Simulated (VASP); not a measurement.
Ti, 2 atoms in the cell. Symmetry: P6_3/mmc, No. 194, hexagonal system. The conventional cell has a = 2.900 Å, b = 2.900 Å, c = 4.591 Å, α = 90.00°, β = 90.00°, γ = 120.00°. Ti (site symmetry -6m2) has 12 Ti at 2.84 to 2.90 Å within 3.7 Å. 

```yaml
Program: VASP 6.6.1
Task: single point
Functional: PBEsol
Potentials_or_basis: VASP PAW PBE potentials, release 64 (Ti_sv)
Cutoff: 520 eV
k_mesh: 12 × 8 × 14
Occupations: gaussian, width 0.1 eV
Spin: no spin polarisation
Dipole_correction: no
Further_INCAR_settings: ALGO = Fast; EDIFF = 1e-06; NBANDS = 19; ISYM = 0
```

Potentials or basis: VASP PAW PBE potentials, release 64 (Ti_sv).

Run with:

```console
$ cat potpaw_PBE.64/Ti_sv/POTCAR > POTCAR
$ mpirun -np 1 vasp_std > vasp.out
```

Hardware: 1 thread of AMD EPYC 7R13 Processor (Zen 3), on a shared host.

Q: Estimate the wall time of this run.

A: Wall time 26 min on 1 thread of AMD EPYC 7R13 Processor (Zen 3), with other jobs on the host, peak memory 0.41 GiB. Counts: scf iterations 39, k points 676.
